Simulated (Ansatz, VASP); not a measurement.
**O in VASP and in Ansatz**

```
O
1.0
    12.00000    0.00000    0.00000
     0.00000   12.30000    0.00000
     0.00000    0.00000   12.60000
O
2
Direct
  0.50000 0.50000 0.45140
  0.50000 0.50000 0.54860
```

Alike in both runs: functional RPBE; k mesh 1 × 1 × 1; occupations fermi-dirac, width 0.01 eV; collinear spin.

Ansatz relaxed the structure, and its values are those at the end. VASP's run is a single point on that final structure, the one shown.

|  | VASP | Ansatz |
| --- | --- | --- |
| version | VASP 6.6.1 | Ansatz 0.2.0 |
| potentials or method | VASP PAW PBE potentials, release 64 (O_h), cutoff 1000 eV | plane waves (420 eV) with PAW, scalar-relativistic |
| valence electrons in the cell | 12 | 12 |

Ansatz gave:

| Quantity | Value |
| --- | --- |
| rms of the force components (eV/Å) | 0.000 |
| net moment per atom (μB) | 1.00 |
| size of the moment on the site where the two differ most (μB) | 0.56 |

Q: What did VASP give for the same quantities?

A: rms of the force components (eV/Å): 0.011; net moment per atom (μB): 1.00; size of the moment on the site where the two differ most (μB): 0.62.

VASP's potentials were made for PBE, not for RPBE. Site moments also hang on the region over which each program counts them. Ansatz's warnings: end state compared.
